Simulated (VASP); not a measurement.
# NaH (Fm-3m) in VASP: a series of runs

NaH is run at these levels: PBEsol; tasks: single point, relaxation of cell and atoms.

All numbers are computed with VASP 6.6.1; they aren't measurements. Logs are shortened: lines on timing, memory, paths and dates and some standing lists are left out, and cuts for length are marked.

## Step 1: The cell of the first run

The structure is cubic, space group Fm-3m (No. 225). Conventional cell: a = 4.549 Å, b = 4.549 Å, c = 4.549 Å, α = 90.00°, β = 90.00°, γ = 90.00°. Within 3.0 Å of Na (site symmetry m-3m) lie 6 H at 2.27 Å. H (site symmetry m-3m) has 6 Na at 2.27 Å within 3.0 Å.

## Step 2: Single point, PBEsol

INCAR reads:

```
SYSTEM = NaH
PREC = Accurate
ENCUT = 520
EDIFF = 1E-7
ISMEAR = -1
SIGMA = 0.05
LREAL = .False.
LASPH = .True.
NELM = 100
ALGO = Normal
ISIF = 2
LWAVE = .False.
LCHARG = .False.
GGA = PS
NBANDS = 11
```

KPOINTS reads:

```
regular mesh
0
Gamma
  9 9 9
  0 0 0
```

POSCAR reads:

```
NaH
1.0
    0.0000000000      2.2745187031      2.2745187031
    2.2745187031      0.0000000000      2.2745187031
    2.2745187031      2.2745187031      0.0000000000
Na H
1 1
Direct
    0.0000000000      0.0000000000      0.0000000000
    0.5000000000      0.5000000000      0.5000000000
```

Potentials or basis: VASP PAW PBE potentials, release 64 (Na_pv, H).

The run is started by

```
$ cat potpaw_PBE.64/Na_pv/POTCAR potpaw_PBE.64/H/POTCAR > POTCAR
$ mpirun -np 1 vasp_std > vasp.out
```

OUTCAR:

```text
SYSTEM = NaH
   PREC = Accurate
   ENCUT = 520
   EDIFF = 1E-7
   ISMEAR = -1
   LREAL = .False.
   LASPH = .True.
   NELM = 100
   ISIF = 2
   GGA = PS

 ion  position               nearest neighbor table
   1  0.000  0.000  0.000-
   2  0.500  0.500  0.500-

  LATTYP: Found a face centered cubic cell.
 ALAT       =     4.5490374062

  Lattice vectors:

 A1 = (   0.0000000000,   2.2745187031,   2.2745187031)
 A2 = (   2.2745187031,   0.0000000000,   2.2745187031)
 A3 = (   2.2745187031,   2.2745187031,   0.0000000000)

Analysis of symmetry for initial positions (statically):
=====================================================================
 Subroutine PRICEL returns:
 Original cell was already a primitive cell.

 Routine SETGRP: Setting up the symmetry group for a
 face centered cubic supercell.

 Subroutine GETGRP returns: Found 48 space group operations
 (whereof 48 operations were pure point group operations)
 out of a pool of 48 trial point group operations.

The static configuration has the point symmetry O_h .

Analysis of symmetry for dynamics (positions and initial velocities):
=====================================================================
 Subroutine PRICEL returns:
 Original cell was already a primitive cell.

 Routine SETGRP: Setting up the symmetry group for a
 face centered cubic supercell.

 Subroutine GETGRP returns: Found 48 space group operations
 (whereof 48 operations were pure point group operations)
 out of a pool of 48 trial point group operations.

The dynamic configuration has the point symmetry O_h .

 Subroutine INISYM returns: Found 48 space group operations
 (whereof 48 operations are pure point group operations),
 and found     1 'primitive' translations

----------------------------------------------------------------------------------------

                                     Primitive cell

  volume of cell :      23.5342

  direct lattice vectors                    reciprocal lattice vectors
     0.000000000  2.274518703  2.274518703    -0.219826726  0.219826726  0.219826726
     2.274518703  0.000000000  2.274518703     0.219826726 -0.219826726  0.219826726
     2.274518703  2.274518703  0.000000000     0.219826726  0.219826726 -0.219826726

  length of vectors
     3.216655198  3.216655198  3.216655198     0.380751059  0.380751059  0.380751059

  position of ions in fractional coordinates (direct lattice)
     0.000000000  0.000000000  0.000000000
     0.500000000  0.500000000  0.500000000

  ion indices of the primitive-cell ions
   primitive index   ion index
                 1           1
                 2           2

----------------------------------------------------------------------------------------

 KPOINTS: regular mesh

Automatic generation of k-mesh.
 Grid dimensions read from file:
 generate k-points for:    9    9    9

 Generating k-lattice:

  Cartesian coordinates                     Fractional coordinates (reciprocal lattice)
    -0.024425192  0.024425192  0.024425192     0.111111111  0.000000000  0.000000000
     0.024425192 -0.024425192  0.024425192     0.000000000  0.111111111  0.000000000
     0.024425192  0.024425192 -0.024425192     0.000000000  0.000000000  0.111111111

  Length of vectors
     0.042305673  0.042305673  0.042305673

  Shift w.r.t. Gamma in fractional coordinates (k-lattice)
     0.000000000  0.000000000  0.000000000

 Subroutine IBZKPT returns following result:
 ===========================================

 Found     35 irreducible k-points:

 Following reciprocal coordinates:
            Coordinates               Weight
  0.000000  0.000000  0.000000      1.000000
  0.111111  0.000000  0.000000      8.000000
  0.222222  0.000000  0.000000      8.000000
  0.333333  0.000000  0.000000      8.000000
  0.444444  0.000000  0.000000      8.000000
  0.111111  0.111111  0.000000      6.000000
[... 16 lines left out ...]
 -0.333333  0.333333  0.000000     12.000000
  0.444444  0.444444  0.000000      6.000000
 [... further k-points ...]
   k-points           NKPTS =     35   k-points in BZ     NKDIM =     35   number of bands    NBANDS=     11
   number of dos      NEDOS =    301   number of ions     NIONS =      2
   total plane-waves  NPLWV =  13824
   dimension x,y,z NGX =    24 NGY =   24 NGZ =   24
   dimension x,y,z NGXF=    48 NGYF=   48 NGZF=   48
   ions per type =               1   1
   NGX,Y,Z   is equivalent  to a cutoff of  12.40, 12.40, 12.40 a.u.
   NGXF,Y,Z  is equivalent  to a cutoff of  24.81, 24.81, 24.81 a.u.
 SYSTEM =  NaH
   PREC   = accura    normal or accurate (medium, high low for compatibility)
   ISTART =      0    job   : 0-new  1-cont  2-samecut
   ICHARG =      2    charge: 1-file 2-atom 10-const
   ISPIN  =      1    spin polarized calculation?
   LNONCOLLINEAR =      F non collinear calculations
   LSORBIT =      F    spin-orbit coupling
   LASPH  =      T    aspherical Exc in radial PAW
   ENCUT  =  520.0 eV  38.22 Ry    6.18 a.u.   5.98  5.98  5.98*2*pi/ulx,y,z
   NELM   =    100;   NELMIN=  2; NELMDL= -5     # of ELM steps
   EDIFF  = 0.1E-06   stopping-criterion for ELM
   LREAL  =      F    real-space projection
   EDIFFG = 0.1E-05   stopping-criterion for IOM
   NSW    =      0    number of steps for IOM
   IBRION =     -1    ionic relax: 0-MD 1-quasi-New 2-CG
   NFREE  =      0    steps in history (QN), initial steepest desc. (CG)
   ISIF   =      2    stress and relaxation
   ISYM   =      2    0-nonsym 1-usesym 2-fastsym
   POTIM  = 0.5000    time-step for ionic-motion
   TEBEG  =    0.0;   TEEND  =   0.0 temperature during run
   PSTRESS=    0.0 pullay stress
   NELECT =       8.0000    total number of electrons
   NUPDOWN=      -1.0000    fix difference up-down
   EMIN   =  10.00;   EMAX   =-10.00  energy-range for DOS
   EFERMI =   0.00;   METHOD = LEGACY
   ISMEAR =    -1;   SIGMA  =   0.05  broadening in eV -4-tet -1-fermi 0-gaus
   EFERMI_NEDOS =   21; number of points for ismear=-14 and -15
   IALGO  =     38    algorithm
   IMIX   =      4    mixing-type and parameters
     AMIX     =   0.40;   BMIX     =  1.00
     AMIX_MAG =   1.60;   BMIX_MAG =  1.00
  volume/ion in A,a.u.               =      11.77        79.41
  Fermi-wavevector in a.u.,A,eV,Ry     =   1.142541  2.159090 17.761060  1.305401
  Thomas-Fermi vector in A             =   2.279239
   LORBIT       =      0    0 simple, 1 ext, 2 COOP (PROOUT), +10 PAW based schemes
   GGA     = PS    functional components
   LHFCALC =     F    Hartree Fock is set to
   AEXX    =    0.0000 exact exchange contribution
   IVDW    =     0    specifies the selected vdW correction
   LEPSILON=     F    determine dielectric tensor
   LRPA    =     F    only Hartree local field effects (RPA)
 non-spin polarized calculation
  energy-cutoff  :      520.00
  volume of cell :       23.53
 maximum number of plane-waves:       642
   NGX = 11   NGY = 11   NGZ = 11

 number of electron       7.9999993 magnetization

 Free energy of the ion-electron system (eV)
  ---------------------------------------------------
  ext. energy  EPLUGINS =         0.00000000
  ---------------------------------------------------
  free energy    TOTEN  =        -5.02903261 eV

  energy without entropy =       -5.02903261  energy(sigma->0) =       -5.02903261

 E-fermi :   0.6242     XC(G=0):  -8.5339

 val. band max:       -0.5309999241   @ k =  -0.3333   0.4444   0.1111
 cond. band min:       3.6765374997   @ k =  -0.4444   0.1111   0.0000
 fundamental gap:      4.2075374238
 Fermi energy:         0.6242196609

 k-point     1 :       0.0000    0.0000    0.0000
  band No.  band energies     occupation
      1     -22.1704      2.00000
      2     -22.1704      2.00000
      3     -22.1704      2.00000
      4      -4.7197      2.00000
      5      11.6680      0.00000
      6      16.3334      0.00000
      7      16.3334      0.00000
      8      16.3334      0.00000
      9      17.7699      0.00000
     10      17.7699      0.00000
     11      17.7699      0.00000

 k-point     2 :       0.1111    0.0000    0.0000
  band No.  band energies     occupation
      1     -22.1917      2.00000
      2     -22.1727      2.00000
      3     -22.1727      2.00000
      4      -4.4693      2.00000
      5      10.7202      0.00000
      6      13.8771      0.00000
      7      15.7041      0.00000
      8      15.7041      0.00000
      9      18.4694      0.00000
     10      18.4694      0.00000
     11      18.6872      0.00000

 k-point     3 :       0.2222    0.0000    0.0000
  band No.  band energies     occupation
      1     -22.2450      2.00000
      2     -22.1787      2.00000
      3     -22.1787      2.00000
      4      -3.7488      2.00000
      5       8.2110      0.00000
      6      12.4287      0.00000
      7      14.8856      0.00000
      8      14.8856      0.00000
      9      18.7477      0.00000
     10      18.7477      0.00000
     11      20.0654      0.00000

 k-point     4 :       0.3333    0.0000    0.0000
  band No.  band energies     occupation
      1     -22.3044      2.00000
      2     -22.1854      2.00000
      3     -22.1854      2.00000
      4      -2.6748      2.00000
      5       5.5708      0.00000
      6      11.7854      0.00000
      7      14.2868      0.00000
      8      14.2869      0.00000
      9      18.2076      0.00000
     10      18.2076      0.00000
     11      20.8291      0.00000
[... 239 lines left out ...]
 k-point    22 :      -0.4444    0.3333    0.0000
  band No.  band energies     occupation
      1     -22.3064      2.00000
      2     -22.2541      2.00000
      3     -22.2165      2.00000
      4      -0.7266      2.00000
      5       4.9191      0.00000
      6       6.9493      0.00000
      7      11.7687      0.00000
      8      12.6606      0.00000
      9      17.5495      0.00000
     10      23.5032      0.00000
     11      23.8409      0.00000

 k-point    23 :      -0.3333    0.3333    0.0000
  band No.  band energies     occupation
      1     -22.2859      2.00000
      2     -22.2795      2.00000
      3     -22.2072      2.00000
      4      -0.7589      2.00000
      5       5.6100      0.00000
      6       5.6685      0.00000
      7      12.3112      0.00000
      8      13.3449      0.00000
      9      19.9717      0.00000
     10      22.6942      0.00000
     11      23.7000      0.00000

 k-point    24 :       0.4444    0.4444    0.0000
  band No.  band energies     occupation
      1     -22.3222      2.00000
      2     -22.2265      2.00000
      3     -22.2265      2.00000
      4      -0.9017      2.00000
      5       4.5988      0.00000
      6      10.0806      0.00000
      7      11.2908      0.00000
      8      11.2908      0.00000
      9      13.4088      0.00000
     10      25.7625      0.00000
     11      27.2229      0.00000

 [... further k-points ...]

------------------------ aborting loop because EDIFF is reached ----------------------------------------

  FORCE on cell =-STRESS in cart. coord.  units (eV):
  Direction    XX          YY          ZZ          XY          YZ          ZX
  --------------------------------------------------------------------------------------
  -------------------------------------------------------------------------------------
  Total        0.7406642      0.7406642      0.7406642      0.0000000     -0.0000000      0.0000000
  in kB       50.4235460     50.4235460     50.4235460      0.0000000     -0.0000000      0.0000000
  external PRESSURE =      50.4235460 kB  Pullay stress =       0.0000000 kB

 VOLUME and BASIS-vectors are now :
 -----------------------------------------------------------------------------
  energy-cutoff  :      520.00
  volume of cell :       23.53
      direct lattice vectors                 reciprocal lattice vectors
     0.000000000  2.274518703  2.274518703    -0.219826726  0.219826726  0.219826726
     2.274518703  0.000000000  2.274518703     0.219826726 -0.219826726  0.219826726
     2.274518703  2.274518703  0.000000000     0.219826726  0.219826726 -0.219826726

 POSITION                                       TOTAL-FORCE (eV/Angst)
 -----------------------------------------------------------------------------------
      0.00000      0.00000      0.00000         0.000000     -0.000000      0.000000
      2.27452      2.27452      2.27452        -0.000000      0.000000     -0.000000
 -----------------------------------------------------------------------------------
    total drift:                                0.000000     -0.000000     -0.000000

  FREE ENERGIE OF THE ION-ELECTRON SYSTEM (eV)
  ---------------------------------------------------
  free  energy   TOTEN  =        -5.0290326067 eV

  energy  without entropy=       -5.0290326067  energy(sigma->0) =       -5.02903261
```

It took 5.3 s on 1 thread of Intel Xeon 6975P-C, shared host; peak memory 0.14 GiB.

Results:

- Free energy: -5.0290 eV
- Pressure: 5.0 GPa
- Band gap on the k mesh: 4.21 eV, indirect (least direct gap 5.01 eV)

Caveat: the PAW data sets were made with another functional, which shifts forces and pressure a little.

(Part 1 of 4 ends here.)
